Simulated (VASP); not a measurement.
# BaZrO3 (Pm-3m) in VASP: further runs, part 2 of 2

VASP 6.6.1. Earlier steps stand in the parts before.

### Step 3. Relaxation of cell and atoms, PBEsol, target pressure 20 GPa, at which the enthalpy is minimised

File INCAR:

```
  PREC = Accurate
  ENCUT = 600
  EDIFF = 1E-6
  ISMEAR = -1
  SIGMA = 0.05
  LREAL = False
  LASPH = True
  NELM = 100
  ALGO = Normal
  ISIF = 3
  LWAVE = False
  LCHARG = False
  GGA = PS
  IBRION = 2
  NSW = 60
  EDIFFG = -0.01
  PSTRESS = 200.0
```

File KPOINTS:

```
Automatic mesh
0
Gamma
  6 6 6
```

File POSCAR:

```
BaZrO3
1.0
    4.1913400000      0.0000000000      0.0000000000
    0.0000000000      4.1913400000      0.0000000000
    0.0000000000      0.0000000000      4.1913400000
Ba Zr O
1 1 3
Direct
    0.0000000000      0.0000000000      0.0000000000
    0.5000000000      0.5000000000      0.5000000000
    0.5000000000      0.5000000000      0.0000000000
    0.5000000000      0.0000000000      0.5000000000
    0.0000000000      0.5000000000      0.5000000000
```

Potentials or basis: VASP PAW PBE potentials, release 64 (Ba_sv, Zr_sv, O).

Run with:

```
> cat potpaw_PBE.64/Ba_sv/POTCAR potpaw_PBE.64/Zr_sv/POTCAR potpaw_PBE.64/O/POTCAR > POTCAR
> mpirun -np 1 vasp_std > vasp.out
```

OUTCAR:

```text
PREC = Accurate
   ENCUT = 600
   EDIFF = 1E-6
   ISMEAR = -1
   LREAL = False
   LASPH = True
   NELM = 100
   ISIF = 3
   GGA = PS
   IBRION = 2
   NSW = 60
   EDIFFG = -0.01
   PSTRESS = 200.0

 ion  position               nearest neighbor table
   1  0.000  0.000  0.000-   3 2.96   4 2.96   5 2.96   4 2.96   5 2.96   3 2.96   5 2.96   5 2.96
                             3 2.96   4 2.96   4 2.96   3 2.96   2 3.63   2 3.63   2 3.63   2 3.63
   2  0.500  0.500  0.500-   3 2.10   4 2.10   5 2.10   3 2.10   4 2.10   5 2.10   1 3.63   1 3.63
                             1 3.63   1 3.63   1 3.63   1 3.63   1 3.63   1 3.63
   3  0.500  0.500  0.000-   2 2.10   2 2.10   1 2.96   1 2.96   1 2.96   1 2.96
   4  0.500  0.000  0.500-   2 2.10   2 2.10   1 2.96   1 2.96   1 2.96   1 2.96
   5  0.000  0.500  0.500-   2 2.10   2 2.10   1 2.96   1 2.96   1 2.96   1 2.96

  LATTYP: Found a simple cubic cell.
 ALAT       =     4.1913400000

  Lattice vectors:

 A1 = (   4.1913400000,   0.0000000000,   0.0000000000)
 A2 = (   0.0000000000,   4.1913400000,   0.0000000000)
 A3 = (   0.0000000000,   0.0000000000,   4.1913400000)

Analysis of symmetry for initial positions (statically):
=====================================================================
 Subroutine PRICEL returns:
 Original cell was already a primitive cell.

 Routine SETGRP: Setting up the symmetry group for a
 simple cubic supercell.

 Subroutine GETGRP returns: Found 48 space group operations
 (whereof 48 operations were pure point group operations)
 out of a pool of 48 trial point group operations.

The static configuration has the point symmetry O_h .

Analysis of symmetry for dynamics (positions and initial velocities):
=====================================================================
 Subroutine PRICEL returns:
 Original cell was already a primitive cell.

 Routine SETGRP: Setting up the symmetry group for a
 simple cubic supercell.

 Subroutine GETGRP returns: Found 48 space group operations
 (whereof 48 operations were pure point group operations)
 out of a pool of 48 trial point group operations.

The dynamic configuration has the point symmetry O_h .

 Subroutine INISYM returns: Found 48 space group operations
 (whereof 48 operations are pure point group operations),
 and found     1 'primitive' translations

----------------------------------------------------------------------------------------

                                     Primitive cell

  volume of cell :      73.6307

  direct lattice vectors                    reciprocal lattice vectors
     4.191340000  0.000000000  0.000000000     0.238587182  0.000000000  0.000000000
     0.000000000  4.191340000  0.000000000     0.000000000  0.238587182  0.000000000
     0.000000000  0.000000000  4.191340000     0.000000000  0.000000000  0.238587182

  length of vectors
     4.191340000  4.191340000  4.191340000     0.238587182  0.238587182  0.238587182

  position of ions in fractional coordinates (direct lattice)
     0.000000000  0.000000000  0.000000000
     0.500000000  0.500000000  0.500000000
     0.500000000  0.500000000  0.000000000
     0.500000000  0.000000000  0.500000000
     0.000000000  0.500000000  0.500000000

  ion indices of the primitive-cell ions
   primitive index   ion index
                 1           1
                 2           2
                 3           3
                 4           4
                 5           5

----------------------------------------------------------------------------------------

 KPOINTS: Automatic mesh

Automatic generation of k-mesh.
 Grid dimensions read from file:
 generate k-points for:    6    6    6

 Generating k-lattice:

  Cartesian coordinates                     Fractional coordinates (reciprocal lattice)
     0.039764530  0.000000000  0.000000000     0.166666667  0.000000000  0.000000000
     0.000000000  0.039764530  0.000000000     0.000000000  0.166666667  0.000000000
     0.000000000  0.000000000  0.039764530     0.000000000  0.000000000  0.166666667

  Length of vectors
     0.039764530  0.039764530  0.039764530

  Shift w.r.t. Gamma in fractional coordinates (k-lattice)
     0.000000000  0.000000000  0.000000000

 Subroutine IBZKPT returns following result:
 ===========================================

 Found     20 irreducible k-points:

 Following reciprocal coordinates:
            Coordinates               Weight
  0.000000  0.000000  0.000000      1.000000
  0.166667  0.000000  0.000000      6.000000
  0.333333  0.000000  0.000000      6.000000
  0.500000  0.000000  0.000000      3.000000
  0.166667  0.166667  0.000000     12.000000
  0.333333  0.166667  0.000000     24.000000
[... 12 lines left out ...]
  0.500000  0.500000  0.333333      6.000000
  0.500000  0.500000  0.500000      1.000000
   k-points           NKPTS =     20   k-points in BZ     NKDIM =     20   number of bands    NBANDS=     24
   number of dos      NEDOS =    301   number of ions     NIONS =      5
   total plane-waves  NPLWV =  46656
   dimension x,y,z NGX =    36 NGY =   36 NGZ =   36
   dimension x,y,z NGXF=    72 NGYF=   72 NGZF=   72
   ions per type =               1   1   3
   NGX,Y,Z   is equivalent  to a cutoff of  14.28, 14.28, 14.28 a.u.
   NGXF,Y,Z  is equivalent  to a cutoff of  28.56, 28.56, 28.56 a.u.
 SYSTEM =  unknown system
   PREC   = accura    normal or accurate (medium, high low for compatibility)
   ISTART =      0    job   : 0-new  1-cont  2-samecut
   ICHARG =      2    charge: 1-file 2-atom 10-const
   ISPIN  =      1    spin polarized calculation?
   LNONCOLLINEAR =      F non collinear calculations
   LSORBIT =      F    spin-orbit coupling
   LASPH  =      T    aspherical Exc in radial PAW
   ENCUT  =  600.0 eV  44.10 Ry    6.64 a.u.   8.37  8.37  8.37*2*pi/ulx,y,z
   NELM   =    100;   NELMIN=  2; NELMDL= -5     # of ELM steps
   EDIFF  = 0.1E-05   stopping-criterion for ELM
   LREAL  =      F    real-space projection
   EDIFFG = -.1E-01   stopping-criterion for IOM
   NSW    =     60    number of steps for IOM
   IBRION =      2    ionic relax: 0-MD 1-quasi-New 2-CG
   NFREE  =      1    steps in history (QN), initial steepest desc. (CG)
   ISIF   =      3    stress and relaxation
   ISYM   =      2    0-nonsym 1-usesym 2-fastsym
   POTIM  = 0.5000    time-step for ionic-motion
   TEBEG  =    0.0;   TEEND  =   0.0 temperature during run
   PSTRESS=  200.0 pullay stress
   NELECT =      40.0000    total number of electrons
   NUPDOWN=      -1.0000    fix difference up-down
   EMIN   =  10.00;   EMAX   =-10.00  energy-range for DOS
   EFERMI =   0.00;   METHOD = LEGACY
   ISMEAR =    -1;   SIGMA  =   0.05  broadening in eV -4-tet -1-fermi 0-gaus
   EFERMI_NEDOS =   21; number of points for ismear=-14 and -15
   IALGO  =     38    algorithm
   IMIX   =      4    mixing-type and parameters
     AMIX     =   0.40;   BMIX     =  1.00
     AMIX_MAG =   1.60;   BMIX_MAG =  1.00
  volume/ion in A,a.u.               =      14.73        99.38
  Fermi-wavevector in a.u.,A,eV,Ry     =   1.335802  2.524299 24.277770  1.784366
  Thomas-Fermi vector in A             =   2.464478
   LORBIT       =      0    0 simple, 1 ext, 2 COOP (PROOUT), +10 PAW based schemes
   GGA     = PS    functional components
   LHFCALC =     F    Hartree Fock is set to
   AEXX    =    0.0000 exact exchange contribution
   IVDW    =     0    specifies the selected vdW correction
   LEPSILON=     F    determine dielectric tensor
   LRPA    =     F    only Hartree local field effects (RPA)
 conjugate gradient relaxation of ions
 non-spin polarized calculation
  energy-cutoff  :      600.00
  volume of cell :       73.63
 maximum number of plane-waves:      2517
 NGX is ok and might be reduce to    36
   NGX = 17   NGY = 17   NGZ = 17

--------------------------------------- Ionic step        1  -------------------------------------------

 number of electron      40.0000010 magnetization

 Free energy of the ion-electron system (eV)
  ---------------------------------------------------
  ext. energy  EPLUGINS =         0.00000000
  ---------------------------------------------------
  free energy    TOTEN  =       -43.62947994 eV

  energy without entropy =      -43.62947994  energy(sigma->0) =      -43.62947994

------------------------ aborting loop because EDIFF is reached ----------------------------------------

  FORCE on cell =-STRESS in cart. coord.  units (eV):
  Direction    XX          YY          ZZ          XY          YZ          ZX
  --------------------------------------------------------------------------------------
  -------------------------------------------------------------------------------------
  Total       -0.1060226     -0.1060226     -0.1060226      0.0000000      0.0000000      0.0000000
  in kB       -2.3070140     -2.3070140     -2.3070140      0.0000000      0.0000000      0.0000000
  external PRESSURE =    -202.3070140 kB  Pullay stress =     200.0000000 kB
[... 231 lines left out ...]
  enthalpy is  TOTEN    =       -34.9197491969 eV   P V=        8.3268057379

--------------------------------------- Ionic step        7  -------------------------------------------

 number of electron      39.9999992 magnetization

 Free energy of the ion-electron system (eV)
  ---------------------------------------------------
  ext. energy  EPLUGINS =         0.00000000
  ---------------------------------------------------
  free energy    TOTEN  =       -43.23511434 eV

  energy without entropy =      -43.23511434  energy(sigma->0) =      -43.23511434

 E-fermi :   5.4677     XC(G=0): -11.5364

 val. band max:        4.3833802590   @ k =   0.5000   0.5000   0.5000
 cond. band min:       7.6790819155   @ k =   0.0000   0.0000   0.0000
 fundamental gap:      3.2957016565
 Fermi energy:         5.4677413844

 k-point     1 :       0.0000    0.0000    0.0000
  band No.  band energies     occupation
      1     -41.8752      2.00000
      2     -20.5834      2.00000
      3     -20.2461      2.00000
      4     -20.2461      2.00000
      5     -20.2461      2.00000
      6     -12.0548      2.00000
[... 561 lines left out ...]
  FREE ENERGIE OF THE ION-ELECTRON SYSTEM (eV)
  ---------------------------------------------------
  free  energy   TOTEN  =       -43.2351143420 eV

  energy  without entropy=      -43.2351143419  energy(sigma->0) =      -43.23511434

  enthalpy is  TOTEN    =       -34.9198478824 eV   P V=        8.3152664595

 reached required accuracy - stopping structural energy minimisation
```

OSZICAR:

```text
N       E                     dE             d eps       ncg     rms          rms(c)
DAV:   1     0.353431409321E+03    0.35343E+03   -0.24241E+04   960   0.184E+03
[... 69 lines left out ...]
       N       E                     dE             d eps       ncg     rms          rms(c)
DAV:   1    -0.432355384497E+02    0.11017E-01   -0.14157E-02  1056   0.105E+00    0.254E-01
DAV:   2    -0.432351863999E+02    0.35205E-03   -0.15810E-03  1120   0.271E-01    0.986E-02
DAV:   3    -0.432351069985E+02    0.79401E-04   -0.22564E-04  1368   0.125E-01    0.170E-02
DAV:   4    -0.432351066425E+02    0.35601E-06   -0.59180E-05  1528   0.392E-02    0.169E-02
DAV:   5    -0.432351102329E+02   -0.35904E-05   -0.19759E-06   888   0.985E-03    0.898E-03
DAV:   6    -0.432351141942E+02   -0.39614E-05   -0.57208E-06  1256   0.126E-02    0.164E-03
DAV:   7    -0.432351143420E+02   -0.14772E-06   -0.33480E-07   568   0.403E-03
   7 F= -.34919848E+02 E0= -.34919848E+02  d E =-.405803E-04
```

Wall time 5.3 min (1 thread of Intel Xeon 8259CL, shared host); peak memory 0.25 GiB.

What came out:

```yaml
Free_energy: -43.2351 eV
Relaxed_volume: 13.32 Å³/atom
Relaxed_cell: a = 4.054 Å, b = 4.054 Å, c = 4.054 Å, α = 90.00°, β = 90.00°, γ = 90.00°
Space_group_after_relaxing_to_0.1_Å: Pm-3m (No. 221)
Energy_change_on_relaxing_the_run_minimises_the_enthalpy: +78.9 meV/atom
Ionic_steps: 7
Pressure_after_relaxing: 20.0 GPa
Band_gap_on_the_k_mesh: 3.30 eV (least direct gap 3.36 eV)
```

Step by step:
| step | energy change (eV) | largest force (eV/Å) | pressure (GPa) | volume (Å³) |
| --- | --- | --- | --- | --- |
| 1 | 0.0000 | 0.0000 | -0.23 | 73.63 |
| 2 | 3.6999 | 0.0000 | 84.88 | 55.54 |
| 3 | 0.3482 | 0.0000 | 18.60 | 67.00 |
| 4 | 0.3851 | 0.0000 | 19.72 | 66.69 |
| 5 | 0.4018 | 0.0000 | 20.22 | 66.55 |
| 6 | 0.3829 | 0.0000 | 19.66 | 66.71 |
| 7 | 0.3944 | 0.0000 | 20.00 | 66.61 |

Final structure:
```
Ba Zr O
1.0
     4.05371    0.00000    0.00000
     0.00000    4.05371    0.00000
     0.00000    0.00000    4.05371
Ba Zr O
1 1 3
Direct
  0.00000 0.00000 0.00000
  0.50000 0.50000 0.50000
  0.50000 0.50000 0.00000
  0.50000 0.00000 0.50000
  0.00000 0.50000 0.50000
```

Caveat: the cell is relaxed towards a set pressure, so the run minimises the enthalpy, not the energy; the PAW data sets were made with another functional, which shifts forces and pressure a little; spin-orbit coupling is left out, which moves the levels of the heavy elements. A k mesh can miss the band edges.
